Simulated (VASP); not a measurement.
Input of a VASP 6.6.1 run:

The input INCAR:

```
SYSTEM = PbF2
PREC = Accurate ; ENCUT = 600
EDIFF = 1E-6 ; ISMEAR = -1
SIGMA = 0.05 ; LREAL = .False.
LASPH = .True. ; NELM = 120
ALGO = Normal ; ISIF = 2
LWAVE = .False. ; LCHARG = .True.
LELF = .True. ; LVHAR = .True.
NBANDS = 21 ; GGA_COMPAT = .False.
```

Contents of KPOINTS:

```
regular mesh
0
Gamma
  7 7 7
  0 0 0
```

File POSCAR:

```
PbF2
1.0
    0.0000000000      2.9636600000      2.9636600000
    2.9636600000      0.0000000000      2.9636600000
    2.9636600000      2.9636600000      0.0000000000
Pb F
1 2
Direct
    0.0000000000      0.0000000000      0.0000000000
    0.7500000000      0.7500000000      0.7500000000
    0.2500000000      0.2500000000      0.2500000000
```

Potentials or basis: VASP PAW LDA potentials, release 64 (Pb_d, F).

Run with:

```console
$ cat potpaw_LDA.64/Pb_d/POTCAR potpaw_LDA.64/F/POTCAR > POTCAR
$ mpirun -np 1 vasp_std > vasp.out
```

What does it give for the band gap on the k mesh?

4.26 eV, indirect (least direct gap 4.48 eV).

Predict the pressure.

-4.6 GPa.

Caveat: spin-orbit coupling is left out, which moves the levels of the heavy elements. A k mesh can miss the band edges.
